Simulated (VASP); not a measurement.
# Ru (Pm-3n) in VASP: a series of runs

Runs on Ru. Level: PBEsol. Tasks: single point.

Program: VASP 6.6.1. These are calculated values, not measurements. Logs are shortened: lines on timing, memory, paths and dates and some standing lists are left out, and cuts for length are marked.

## Step 1: The cell of the first run

It takes space group Pm-3n (No. 223, cubic). The conventional cell has a = 4.791 Å, b = 4.791 Å, c = 4.791 Å, α = 90.00°, β = 90.00°, γ = 90.00°. Within 3.5 Å of Ru (site symmetry m-3) lie 12 Ru at 2.68 Å. Ru (site symmetry -4m2) has 14 Ru at 2.40 to 2.93 Å within 3.2 Å.

## Step 2: Single point, PBEsol

The input, INCAR:

```
SYSTEM = Ru
  PREC = Accurate
  ENCUT = 520
  EDIFF = 1E-6
  ISMEAR = -1
  SIGMA = 0.1
  LREAL = .FALSE.
  LASPH = .TRUE.
  NELM = 100
  ALGO = Normal
  ISIF = 2
  LWAVE = .FALSE.
  LCHARG = .FALSE.
  GGA = PS
  NBANDS = 66
```

The input, KPOINTS:

```
Automatic mesh
0
G
  6 6 6
  0 0 0
```

The input, POSCAR:

```
Ru
1.0
    4.7914929548      0.0000000000      0.0000000000
    0.0000000000      4.7914929548      0.0000000000
    0.0000000000      0.0000000000      4.7914929548
Ru
8
Direct
    0.0000000000      1.0000000000      0.0000000000
    0.5000000000      0.5000000000      0.5000000000
    0.2500000000      1.0000000000      0.5000000000
    0.7500000000      0.0000000000      0.5000000000
    0.5000000000      0.2500000000      1.0000000000
    0.5000000000      0.7500000000      1.0000000000
    1.0000000000      0.5000000000      0.2500000000
    1.0000000000      0.5000000000      0.7500000000
```

Potentials or basis: VASP PAW PBE potentials, release 64 (Ru_pv).

Command:

```console
$ cat potpaw_PBE.64/Ru_pv/POTCAR > POTCAR
$ mpirun -np 1 vasp_std > vasp.out
```

OUTCAR:

```text
SYSTEM = Ru
   PREC = Accurate
   ENCUT = 520
   EDIFF = 1E-6
   ISMEAR = -1
   LREAL = .FALSE.
   LASPH = .TRUE.
   NELM = 100
   ISIF = 2
   GGA = PS

 ion  position               nearest neighbor table
   1  0.000  0.000  0.000-   3 2.68   4 2.68   5 2.68   6 2.68   7 2.68   8 2.68   3 2.68   4 2.68
                             7 2.68   8 2.68   5 2.68   6 2.68
   2  0.500  0.500  0.500-   3 2.68   4 2.68   5 2.68   6 2.68   7 2.68   8 2.68   5 2.68   6 2.68
                             3 2.68   4 2.68   7 2.68   8 2.68
   3  0.250  0.000  0.500-   4 2.40   4 2.40   1 2.68   1 2.68   2 2.68   2 2.68   8 2.93   5 2.93
                             5 2.93   6 2.93   6 2.93   7 2.93   8 2.93   7 2.93
   4  0.750  0.000  0.500-   3 2.40   3 2.40   1 2.68   1 2.68   2 2.68   2 2.68   8 2.93   5 2.93
                             5 2.93   6 2.93   6 2.93   7 2.93   8 2.93   7 2.93
   5  0.500  0.250  0.000-   6 2.40   6 2.40   1 2.68   2 2.68   2 2.68   1 2.68   8 2.93   4 2.93
                             3 2.93   4 2.93   3 2.93   7 2.93   7 2.93   8 2.93
   6  0.500  0.750  0.000-   5 2.40   5 2.40   1 2.68   2 2.68   2 2.68   1 2.68   8 2.93   4 2.93
                             3 2.93   4 2.93   3 2.93   7 2.93   7 2.93   8 2.93
   7  0.000  0.500  0.250-   8 2.40   8 2.40   1 2.68   2 2.68   1 2.68   2 2.68   3 2.93   4 2.93
                             5 2.93   3 2.93   4 2.93   6 2.93   5 2.93   6 2.93
   8  0.000  0.500  0.750-   7 2.40   7 2.40   1 2.68   2 2.68   1 2.68   2 2.68   3 2.93   4 2.93
                             5 2.93   3 2.93   4 2.93   6 2.93   5 2.93   6 2.93

  LATTYP: Found a simple cubic cell.
 ALAT       =     4.7914929548

  Lattice vectors:

 A1 = (   4.7914929548,   0.0000000000,   0.0000000000)
 A2 = (   0.0000000000,   4.7914929548,   0.0000000000)
 A3 = (   0.0000000000,   0.0000000000,   4.7914929548)

Analysis of symmetry for initial positions (statically):
=====================================================================
 Subroutine PRICEL returns:
 Original cell was already a primitive cell.

 Routine SETGRP: Setting up the symmetry group for a
 simple cubic supercell.

 Subroutine GETGRP returns: Found 48 space group operations
 (whereof 24 operations were pure point group operations)
 out of a pool of 48 trial point group operations.

The static configuration has the point symmetry T_h .
 The point group associated with its full space group is O_h .

Analysis of symmetry for dynamics (positions and initial velocities):
=====================================================================
 Subroutine PRICEL returns:
 Original cell was already a primitive cell.

 Routine SETGRP: Setting up the symmetry group for a
 simple cubic supercell.

 Subroutine GETGRP returns: Found 48 space group operations
 (whereof 24 operations were pure point group operations)
 out of a pool of 48 trial point group operations.

The dynamic configuration has the point symmetry T_h .
 The point group associated with its full space group is O_h .

 Subroutine INISYM returns: Found 48 space group operations
 (whereof 24 operations are pure point group operations),
 and found     1 'primitive' translations

----------------------------------------------------------------------------------------

                                     Primitive cell

  volume of cell :     110.0050

  direct lattice vectors                    reciprocal lattice vectors
     4.791492955  0.000000000  0.000000000     0.208703218  0.000000000  0.000000000
     0.000000000  4.791492955  0.000000000     0.000000000  0.208703218  0.000000000
     0.000000000  0.000000000  4.791492955     0.000000000  0.000000000  0.208703218

  length of vectors
     4.791492955  4.791492955  4.791492955     0.208703218  0.208703218  0.208703218

  position of ions in fractional coordinates (direct lattice)
     0.000000000  0.000000000  0.000000000
     0.500000000  0.500000000  0.500000000
     0.250000000  0.000000000  0.500000000
     0.750000000  0.000000000  0.500000000
     0.500000000  0.250000000  0.000000000
     0.500000000  0.750000000  0.000000000
     0.000000000  0.500000000  0.250000000
     0.000000000  0.500000000  0.750000000

  ion indices of the primitive-cell ions
   primitive index   ion index
                 1           1
                 2           2
                 3           3
                 4           4
                 5           5
                 6           6
                 7           7
                 8           8

----------------------------------------------------------------------------------------

 KPOINTS: Automatic mesh

Automatic generation of k-mesh.
 Grid dimensions read from file:
 generate k-points for:    6    6    6

 Generating k-lattice:

  Cartesian coordinates                     Fractional coordinates (reciprocal lattice)
     0.034783870  0.000000000  0.000000000     0.166666667  0.000000000  0.000000000
     0.000000000  0.034783870  0.000000000     0.000000000  0.166666667  0.000000000
     0.000000000  0.000000000  0.034783870     0.000000000  0.000000000  0.166666667

  Length of vectors
     0.034783870  0.034783870  0.034783870

  Shift w.r.t. Gamma in fractional coordinates (k-lattice)
     0.000000000  0.000000000  0.000000000

 Subroutine IBZKPT returns following result:
 ===========================================

 Found     20 irreducible k-points:

 Following reciprocal coordinates:
            Coordinates               Weight
  0.000000  0.000000  0.000000      1.000000
  0.166667  0.000000  0.000000      6.000000
  0.333333  0.000000  0.000000      6.000000
  0.500000  0.000000  0.000000      3.000000
  0.166667  0.166667  0.000000     12.000000
  0.333333  0.166667  0.000000     24.000000
[... 12 lines left out ...]
  0.500000  0.500000  0.333333      6.000000
  0.500000  0.500000  0.500000      1.000000
   k-points           NKPTS =     20   k-points in BZ     NKDIM =     20   number of bands    NBANDS=     66
   number of dos      NEDOS =    301   number of ions     NIONS =      8
   total plane-waves  NPLWV =  46656
   dimension x,y,z NGX =    36 NGY =   36 NGZ =   36
   dimension x,y,z NGXF=    72 NGYF=   72 NGZF=   72
   ions per type =               8
   NGX,Y,Z   is equivalent  to a cutoff of  12.49, 12.49, 12.49 a.u.
   NGXF,Y,Z  is equivalent  to a cutoff of  24.98, 24.98, 24.98 a.u.
 SYSTEM =  Ru
   PREC   = accura    normal or accurate (medium, high low for compatibility)
   ISTART =      0    job   : 0-new  1-cont  2-samecut
   ICHARG =      2    charge: 1-file 2-atom 10-const
   ISPIN  =      1    spin polarized calculation?
   LNONCOLLINEAR =      F non collinear calculations
   LSORBIT =      F    spin-orbit coupling
   LASPH  =      T    aspherical Exc in radial PAW
   ENCUT  =  520.0 eV  38.22 Ry    6.18 a.u.   8.91  8.91  8.91*2*pi/ulx,y,z
   NELM   =    100;   NELMIN=  2; NELMDL= -5     # of ELM steps
   EDIFF  = 0.1E-05   stopping-criterion for ELM
   LREAL  =      F    real-space projection
   EDIFFG = 0.1E-04   stopping-criterion for IOM
   NSW    =      0    number of steps for IOM
   IBRION =     -1    ionic relax: 0-MD 1-quasi-New 2-CG
   NFREE  =      0    steps in history (QN), initial steepest desc. (CG)
   ISIF   =      2    stress and relaxation
   ISYM   =      2    0-nonsym 1-usesym 2-fastsym
   POTIM  = 0.5000    time-step for ionic-motion
   TEBEG  =    0.0;   TEEND  =   0.0 temperature during run
   PSTRESS=    0.0 pullay stress
   NELECT =     112.0000    total number of electrons
   NUPDOWN=      -1.0000    fix difference up-down
   EMIN   =  10.00;   EMAX   =-10.00  energy-range for DOS
   EFERMI =   0.00;   METHOD = LEGACY
   ISMEAR =    -1;   SIGMA  =   0.10  broadening in eV -4-tet -1-fermi 0-gaus
   EFERMI_NEDOS =   21; number of points for ismear=-14 and -15
   IALGO  =     38    algorithm
   IMIX   =      4    mixing-type and parameters
     AMIX     =   0.40;   BMIX     =  1.00
     AMIX_MAG =   1.60;   BMIX_MAG =  1.00
  volume/ion in A,a.u.               =      13.75        92.79
  Fermi-wavevector in a.u.,A,eV,Ry     =   1.646936  3.112257 36.904406  2.712397
  Thomas-Fermi vector in A             =   2.736480
   LORBIT       =      0    0 simple, 1 ext, 2 COOP (PROOUT), +10 PAW based schemes
   GGA     = PS    functional components
   LHFCALC =     F    Hartree Fock is set to
   AEXX    =    0.0000 exact exchange contribution
   IVDW    =     0    specifies the selected vdW correction
   LEPSILON=     F    determine dielectric tensor
   LRPA    =     F    only Hartree local field effects (RPA)
 non-spin polarized calculation
  energy-cutoff  :      520.00
  volume of cell :      110.01
 maximum number of plane-waves:      3016
 NGX is ok and might be reduce to    36
   NGX = 17   NGY = 17   NGZ = 17

 number of electron     111.9999993 magnetization

 Free energy of the ion-electron system (eV)
  ---------------------------------------------------
  ext. energy  EPLUGINS =         0.00000000
  ---------------------------------------------------
  free energy    TOTEN  =       -78.11652078 eV

  energy without entropy =      -77.76745933  energy(sigma->0) =      -77.94199005

 E-fermi :  12.6378     XC(G=0): -14.1803

 val. band max:       12.6243332890   @ k =   0.5000   0.5000   0.0000
 cond. band min:      12.6472902143   @ k =   0.3333   0.3333   0.0000
 fundamental gap:      0.0229569253
 Fermi energy:        12.6377525721

 k-point     1 :       0.0000    0.0000    0.0000
  band No.  band energies     occupation
      1     -31.4442      2.00000
      2     -31.4442      2.00000
      3     -31.3237      2.00000
      4     -30.7831      2.00000
      5     -30.7831      2.00000
      6     -30.7831      2.00000
[... 58 lines left out ...]
     65      14.2185      0.00000
     66      16.5323      0.00000

 k-point     2 :       0.1667    0.0000    0.0000
  band No.  band energies     occupation
      1     -31.4478      2.00000
      2     -31.4059      2.00000
      3     -31.2786      2.00000
      4     -30.7764      2.00000
      5     -30.7764      2.00000
      6     -30.7315      2.00000
[... 58 lines left out ...]
     65      14.2257      0.00000
     66      15.0812      0.00000

 k-point     3 :       0.3333    0.0000    0.0000
  band No.  band energies     occupation
      1     -31.4493      2.00000
      2     -31.4114      2.00000
      3     -31.0372      2.00000
      4     -30.7636      2.00000
      5     -30.7636      2.00000
      6     -30.5998      2.00000
[... 1162 lines left out ...]
     65      13.8055      0.00002
     66      14.4176      0.00000

 k-point    20 :       0.5000    0.5000    0.5000
  band No.  band energies     occupation
      1     -30.7820      2.00000
      2     -30.7820      2.00000
      3     -30.7820      2.00000
      4     -30.7820      2.00000
      5     -30.7820      2.00000
      6     -30.7820      2.00000
[... 58 lines left out ...]
     65      14.9168      0.00000
     66      14.9541      0.00000

------------------------ aborting loop because EDIFF is reached ----------------------------------------

  FORCE on cell =-STRESS in cart. coord.  units (eV):
  Direction    XX          YY          ZZ          XY          YZ          ZX
  --------------------------------------------------------------------------------------
  -------------------------------------------------------------------------------------
  Total       -0.0191999     -0.0191999     -0.0191999      0.0000000      0.0000000     -0.0000000
  in kB       -0.2796386     -0.2796386     -0.2796386      0.0000000      0.0000000     -0.0000000
  external PRESSURE =      -0.2796386 kB  Pullay stress =       0.0000000 kB

 VOLUME and BASIS-vectors are now :
 -----------------------------------------------------------------------------
  energy-cutoff  :      520.00
  volume of cell :      110.01
      direct lattice vectors                 reciprocal lattice vectors
     4.791492955  0.000000000  0.000000000     0.208703218  0.000000000  0.000000000
     0.000000000  4.791492955  0.000000000     0.000000000  0.208703218  0.000000000
     0.000000000  0.000000000  4.791492955     0.000000000  0.000000000  0.208703218

 POSITION                                       TOTAL-FORCE (eV/Angst)
 -----------------------------------------------------------------------------------
      0.00000      0.00000      0.00000        -0.000000      0.000000      0.000000
      2.39575      2.39575      2.39575        -0.000000      0.000000      0.000000
      1.19787      0.00000      2.39575        -0.000000     -0.000000      0.000000
      3.59362      0.00000      2.39575         0.000000      0.000000     -0.000000
      2.39575      1.19787      0.00000         0.000000      0.000000      0.000000
      2.39575      3.59362      0.00000        -0.000000      0.000000     -0.000000
      0.00000      2.39575      1.19787         0.000000     -0.000000      0.000000
      0.00000      2.39575      3.59362        -0.000000      0.000000      0.000000
 -----------------------------------------------------------------------------------
    total drift:                                0.000000      0.000000     -0.000000

  FREE ENERGIE OF THE ION-ELECTRON SYSTEM (eV)
  ---------------------------------------------------
  free  energy   TOTEN  =       -78.1165207814 eV

  energy  without entropy=      -77.7674593284  energy(sigma->0) =      -77.94199005
```

Wall time 5 min (1 thread of AMD EPYC 7R13, shared host); peak memory 0.22 GiB.

What came out:

| Item | Value |
| --- | --- |
| Free energy | -78.1165 eV |
| Pressure | 0.0 GPa |
| Band gap on the k mesh | zero (band 56 reaches 13.27 eV, above the bottom of band 57 at 12.34 eV) |

Levels at points of the mesh, in eV from the Fermi level:
| k point | band 53 | band 54 | band 55 | band 56 | band 57 | band 58 | band 59 | band 60 |
| --- | --- | --- | --- | --- | --- | --- | --- | --- |
| (0.00, 0.00, 0.00) | -0.67 | -0.67 | -0.67 | -0.30 | -0.30 | 0.32 | 0.32 | 1.01 |
| (0.50, 0.00, 0.00) | -1.07 | -1.07 | -0.28 | -0.28 | 0.39 | 0.39 | 0.53 | 0.53 |
| (0.50, 0.50, 0.00) | -0.38 | -0.22 | -0.21 | -0.01 | -0.01 | 0.04 | 0.58 | 0.58 |
| (0.50, 0.50, 0.50) | -1.02 | -1.02 | 0.63 | 0.63 | 0.63 | 0.63 | 0.63 | 0.63 |

Caveat: the PAW data sets were made with another functional, which shifts forces and pressure a little.

## Step 3: Single point, PBEsol

The input, INCAR:

```
SYSTEM = Ru
PREC = Accurate
ENCUT = 520
EDIFF = 1E-7
ISMEAR = -1
SIGMA = 0.1
LREAL = .False.
LASPH = .True.
NELM = 80
ALGO = Normal
ISIF = 2
LWAVE = .False.
LCHARG = .False.
GGA = PS
NBANDS = 66
```

The input, KPOINTS:

```
regular mesh
0
Gamma
  7 7 7
  0 0 0
```

POSCAR is that of step 2.

Potentials or basis: VASP PAW PBE potentials, release 64 (Ru_pv).

Command:

```console
$ cat potpaw_PBE.64/Ru_pv/POTCAR > POTCAR
$ mpirun -np 1 vasp_std > vasp.out
```

It took 5.2 min on 1 thread of AMD EPYC 7R13, shared host; peak memory 0.22 GiB.

It converged, with:

| Property | Result |
| --- | --- |
| Free energy | -78.1937 eV |
| Pressure | -0.2 GPa |
| Band gap on the k mesh | zero (band 56 reaches 12.89 eV, above the bottom of band 57 at 12.34 eV) |

Levels at points of the mesh, in eV from the Fermi level:
| k point | band 54 | band 55 | band 56 | band 57 | band 58 | band 59 |
| --- | --- | --- | --- | --- | --- | --- |
| (0.00, 0.00, 0.00) | -0.67 | -0.67 | -0.29 | -0.29 | 0.32 | 0.32 |

Caveat: the PAW data sets were made with another functional, which shifts forces and pressure a little.
